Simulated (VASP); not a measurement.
AlCo, 2 atoms in the cell. The structure is cubic, space group Pm-3m (No. 221). The conventional cell has a = 2.864 Å, b = 2.864 Å, c = 2.864 Å, α = 90.00°, β = 90.00°, γ = 90.00°. Al (site symmetry m-3m) has 8 Co at 2.48 Å and 6 Al at 2.86 Å within 3.3 Å. Within 3.3 Å of Co (site symmetry m-3m) lie 8 Al at 2.48 Å and 6 Co at 2.86 Å. 

* Program: VASP 6.6.1
* Task: single point
* Functional: PBE
* Potentials or basis: VASP PAW PBE potentials, release 64 (Al, Co)
* Cutoff: 520 eV
* k mesh: 12 × 12 × 12
* Occupations: fermi-dirac, width 0.1 eV
* Spin: collinear spin, ferromagnetic start
* Starting moments: [0.0, 2.5] μB
* Dipole correction: no
* Further INCAR settings: ALGO = Normal; EDIFF = 1e-06; NBANDS = 17

Potentials or basis: VASP PAW PBE potentials, release 64 (Al, Co).

The run is started by

```sh
$ cat potpaw_PBE.64/Al/POTCAR potpaw_PBE.64/Co/POTCAR > POTCAR
$ mpirun -np 1 vasp_std > vasp.out
```

Hardware: 1 thread of Intel(R) Xeon(R) Platinum 8259CL CPU @ 2.50GHz (Skylake/Cascade Lake) (shared host).

Q: Estimate the wall time of this run.

A: Wall time 44 s on 1 thread of Intel(R) Xeon(R) Platinum 8259CL CPU @ 2.50GHz (Skylake/Cascade Lake) (shared host), peak memory 0.18 GiB. Counts: scf iterations 15, k points 84.
